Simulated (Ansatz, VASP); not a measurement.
## Ba: VASP beside Ansatz

Contents of INCAR:

```
PREC = Accurate
ENCUT = 500
EDIFF = 1E-6
ISMEAR = 0
SIGMA = 0.1
LREAL = False
LASPH = True
NELM = 120
ALGO = Normal
ISIF = 2
LWAVE = False
LCHARG = False
GGA = PS
NBANDS = 17
GGA_COMPAT = False
```

File KPOINTS:

```
regular mesh
0
Gamma
  6 6 6
```

Contents of POSCAR:

```
Ba
1.0
   -3.8448152776      3.8448152776      2.0320124289
    3.8448152776     -3.8448152776      2.0320124289
    3.8448152776      3.8448152776     -2.0320124289
Ba
2
Direct
    0.7500000000      0.2500000000      0.5000000000
    0.0000000000      0.0000000000      0.0000000000
```

Input for Ansatz:

```yaml
crystal:
  lattice:
    - [-3.8448152776, 3.8448152776, 2.0320124289]
    - [3.8448152776, -3.8448152776, 2.0320124289]
    - [3.8448152776, 3.8448152776, -2.0320124289]
  atoms:
    - { symbol: Ba, position: [0.75, 0.25, 0.5] }
    - { symbol: Ba, position: [0.0, 0.0, 0.0] }
basis:
  ecutwfc: 420
kpoints:
  mp_grid: { grid: [6, 6, 6] }
hamiltonian:
  xc: pbesol
scf:
  occupations: { method: gaussian, width: 0.1 }
output:
  forces: true
  stress: true
  eigenvalues: true
```

Alike in both runs: task single point; functional PBEsol; k mesh 6 × 6 × 6; occupations gaussian, width 0.1 eV; no spin polarisation.

|  | VASP | Ansatz |
| --- | --- | --- |
| version | VASP 6.6.1 | Ansatz 0.2.0 |
| potentials or method | VASP PAW PBE potentials, release 64 (Ba_sv), cutoff 500 eV | scalar-relativistic, plane waves, PAW |
| valence electrons in the cell | 20 | 20 |

```csv
,VASP,Ansatz,Ansatz less VASP
gap on the k mesh at the Fermi level (eV),none,none,-
pressure (GPa),-0.6,-0.7,-0.09
"traceless stress, the component that is largest in VASP (GPa)",0.38,0.39,+0.014
```

VASP's potentials were made for PBE, not for PBEsol. A gap of «none» marks a metal or a gap that the smearing closes. With one functional, cell and mesh, what is left measures potentials, basis and numerics.

Spin-orbit coupling is off throughout.
